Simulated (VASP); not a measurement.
The system is MnHg.

```
CELL_PARAMETERS angstrom
3.32426 0.00000 0.00000
0.00000 3.32426 0.00000
0.00000 0.00000 3.32426
ATOMIC_POSITIONS crystal
Mn 0.50000 0.50000 0.50000
Hg 0.00000 0.00000 0.00000
```

- Program: VASP 6.6.1
- Task: relaxation of cell and atoms
- Functional: PBEsol
- Potentials or basis: VASP PAW PBE potentials, release 64 (Mn_pv, Hg)
- Cutoff: 600 eV
- k mesh: 12 × 12 × 12
- Occupations: gaussian, width 0.1 eV
- Spin: collinear spin, ferromagnetic start
- Starting moments: [4.3, 0.0] μB

At the start: pressure -4.9 GPa; volume 18.37 Å³/atom.

Problem. Where does the relaxation end?

Solution. Over 4 steps the energy falls by 19.5 meV/atom and the volume is 17.13 Å³/atom (-6.8 %); space group Pm-3m (No. 221, to 0.05 Å); moment 3.73 μB per cell.

Step by step:
```tsv
step	energy change (eV)	largest force (eV/Å)	pressure (GPa)	volume (Å³)
1	0.0000	0.0000	-4.93	36.74
2	-0.0371	0.0000	1.32	33.81
3	-0.0389	0.0000	-0.21	34.33
4	-0.0390	0.0000	-0.01	34.26
```

Final structure:
```xyz
2
Lattice="3.2477 0.0000 0.0000 0.0000 3.2477 0.0000 0.0000 0.0000 3.2477" Properties=species:S:1:pos:R:3 pbc="T T T"
Mn    1.6238    1.6238    1.6238
Hg    0.0000    0.0000    0.0000
```

Caveat: the PAW data sets were made with another functional, which shifts forces and pressure a little.
